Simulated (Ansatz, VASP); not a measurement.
## Na in VASP and in Ansatz

File INCAR:

```
  PREC = Accurate
  ENCUT = 520
  EDIFF = 1E-7
  ISMEAR = 0
  SIGMA = 0.1
  LREAL = F
  LASPH = T
  NELM = 100
  ALGO = Normal
  ISIF = 2
  LWAVE = F
  LCHARG = F
  GGA = PE
  NBANDS = 14
```

File KPOINTS:

```
regular mesh
0
Gamma
  6 6 6
```

Contents of POSCAR:

```
Na
1.0
    2.2907392572      1.3225589268      4.2479013087
   -2.2907392572      1.3225589268      4.2479013087
    0.0000000000     -2.6451178536      4.2479013087
Na
2
Direct
    0.2275400000      0.2275400000      0.2275400000
    0.7724600000      0.7724600000      0.7724600000
```

Input for Ansatz:

```yaml
crystal:
  lattice:
    - [2.2907392572, 1.3225589268, 4.2479013087]
    - [-2.2907392572, 1.3225589268, 4.2479013087]
    - [0.0, -2.6451178536, 4.2479013087]
  atoms:
    - { symbol: Na, position: [0.22754, 0.22754, 0.22754] }
    - { symbol: Na, position: [0.77246, 0.77246, 0.77246] }
basis:
  ecutwfc: 420
kpoints:
  mp_grid: { grid: [6, 6, 6] }
hamiltonian:
  xc: pbe
scf:
  occupations: { method: gaussian, width: 0.1 }
  lower_state_search: "off"
output:
  forces: true
  stress: true
  eigenvalues: true
```

Alike in both runs: task single point; functional PBE; k mesh 6 × 6 × 6; occupations gaussian, width 0.1 eV; no spin polarisation.

|  | VASP | Ansatz |
| --- | --- | --- |
| version | VASP 6.6.1 | Ansatz 0.2.0 |
| potentials or method | VASP PAW PBE potentials, release 64 (Na_pv), cutoff 520 eV | scalar-relativistic, plane waves, PAW |
| valence electrons in the cell | 14 | 18 |

```tsv
	VASP	Ansatz	Ansatz less VASP
gap on the k mesh at the Fermi level (eV)	none	none	-
pressure (GPa)	0.5	0.5	0.00
traceless stress, the component that is largest in VASP (GPa)	0.09	0.09	+0.002
rms of the force components (eV/Å)	0.285	0.285	-0.0006
```

Atom by atom the forces differ by 0.001 eV/Å (rms over components). A gap of «none» marks a metal or a gap that the smearing closes. VASP's potentials hold 14 valence electrons a cell and Ansatz's 18, so a difference there can come from the potentials and not from the codes.
